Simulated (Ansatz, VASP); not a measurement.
## Ta2N: VASP beside Ansatz

INCAR

```
ALGO = Normal
EDIFF = 1E-7
ENCUT = 520
GGA = RE
ISIF = 2
ISMEAR = -1
LASPH = True
LCHARG = False
LREAL = False
LWAVE = False
NBANDS = 20
NELM = 100
PREC = Accurate
SIGMA = 0.05
```

KPOINTS

```
k-points
0
Gamma
  10 10 6
```

POSCAR

```
Ta2N
1.0
    3.1128615060      0.0000000000      0.0000000000
   -1.5564307530      2.6958171426      0.0000000000
    0.0000000000      0.0000000000      4.8698410000
Ta N
2 1
Direct
    0.3333333333      0.6666666667      0.2547110000
    0.6666666667      0.3333333333      0.7452890000
    0.0000000000      0.0000000000      0.0000000000
```

input.yaml

```yaml
crystal:
  lattice:
    - [3.112861506, 0.0, 0.0]
    - [-1.556430753, 2.6958171426, 0.0]
    - [0.0, 0.0, 4.869841]
  atoms:
    - { symbol: Ta, position: [0.3333333333, 0.6666666667, 0.254711] }
    - { symbol: Ta, position: [0.6666666667, 0.3333333333, 0.745289] }
    - { symbol: "N", position: [0.0, 0.0, 0.0] }
hamiltonian:
  xc: revpbe
  pseudopotentials: { kind: paw }
kpoints:
  mp_grid: { grid: [10, 10, 6] }
  band_path:
    path:
      - [[0.0, 0.0, 0.0], [0.5, 0.0, 0.0], [0.3333333333, 0.3333333333, 0.0], [0.0, 0.0, 0.0], [0.0, 0.0, 0.5], [0.5, 0.0, 0.5], [0.3333333333, 0.3333333333, 0.5], [0.0, 0.0, 0.5]]
      - [[0.5, 0.0, 0.5], [0.5, 0.0, 0.0]]
      - [[0.3333333333, 0.3333333333, 0.0], [0.3333333333, 0.3333333333, 0.5]]
    npoints: 14
scf:
  occupations: { method: fermi_dirac, width: 0.05 }
  n_extra_bands: 7
output:
  forces: true
  stress: true
  eigenvalues: true
  fatbands: true
  write_density: true
  write_potential: true
  elf: true
  volumetric_format: npy
```

Alike in both runs: functional revPBE; k mesh 10 × 10 × 6; occupations fermi-dirac, width 0.05 eV; no spin polarisation.

|  | VASP | Ansatz |
| --- | --- | --- |
| version | VASP 6.6.1 | Ansatz 0.2.0 |
| potentials or method | VASP PAW PBE potentials, release 64 (Ta_pv, N) | Ansatz PAW |
| plane-wave cutoff (eV) | 520 | 420 |
| valence electrons in the cell | 27 | 31 |
| task | single point | band structure |

```tsv
	VASP	Ansatz	Ansatz less VASP
gap on the k mesh at the Fermi level (eV)	none	none	-
pressure (GPa)	1.9	1.5	-0.40
traceless stress, the component that is largest in VASP (GPa)	0.89	0.96	+0.065
rms of the force components (eV/Å)	0.051	0.029	-0.0214
```

VASP's potentials were made for PBE, not for revPBE. Atom by atom the forces differ by 0.021 eV/Å (rms over components). A gap of «none» marks a metal or a gap that the smearing closes. With one functional, cell and mesh, what is left measures potentials, basis and numerics. VASP's potentials hold 27 valence electrons a cell and Ansatz's 31, so a difference there can come from the potentials and not from the codes.

Neither program's run includes spin-orbit coupling.
